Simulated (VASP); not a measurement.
Set up this calculation in VASP 6.6.1, as the native input.

| Quantity | Value |
| --- | --- |
| Task | single point |
| Functional | LDA |
| Potentials or basis | VASP PAW LDA potentials, release 64 (Ta_sv_GW, N) |
| Cutoff | 700 eV |
| k mesh | 18 × 18 × 10 |
| Occupations | gaussian, width 0.15 eV |
| Spin | no spin polarisation |
| Dipole correction | no |
| Further INCAR settings | ALGO = Normal; EDIFF = 1e-06; NBANDS = 22 |

The structure of Ta2N lies in POSCAR:

```
Ta2N
1.0
    3.1447949734      0.0000000000      0.0000000000
   -1.5723974867      2.7234723367      0.0000000000
    0.0000000000      0.0000000000      4.5379391466
Ta N
2 1
Direct
    0.6666666667      0.3333333333      0.7466885012
    0.3333333333      0.6666666667      0.2533114988
    0.0000000000      0.0000000000      0.0000000000
```

These files were run (other wordings do the same):

INCAR

```
PREC = Accurate
ENCUT = 700
EDIFF = 1E-6
ISMEAR = 0
SIGMA = 0.15
LREAL = False
LASPH = True
NELM = 120
ALGO = Normal
ISIF = 2
LWAVE = False
LCHARG = True
LELF = True
LVHAR = True
NBANDS = 22
GGA_COMPAT = False
```

KPOINTS

```
regular mesh
0
Gamma
  18 18 10
```

Potentials or basis: VASP PAW LDA potentials, release 64 (Ta_sv_GW, N).

The run is started by

```sh
$ cat potpaw_LDA.64/Ta_sv_GW/POTCAR potpaw_LDA.64/N/POTCAR > POTCAR
$ mpirun -np 1 vasp_std > vasp.out
```

Results of the run:

```json
{
  "Pressure": "1.7 GPa",
  "Largest force": "0.548 eV/Å",
  "Band gap on the k mesh": "zero (an odd number of electrons rules out a gap without spin polarisation)"
}
```

Caveat: the stress differs along the axes, from -5 to 15 GPa; spin-orbit coupling is left out, which moves the levels of the heavy elements.

It took 6 min on 1 thread of Intel(R) Xeon(R) Platinum 8259CL CPU @ 2.50GHz (Skylake/Cascade Lake), on a shared host, peak memory 0.5 GiB.
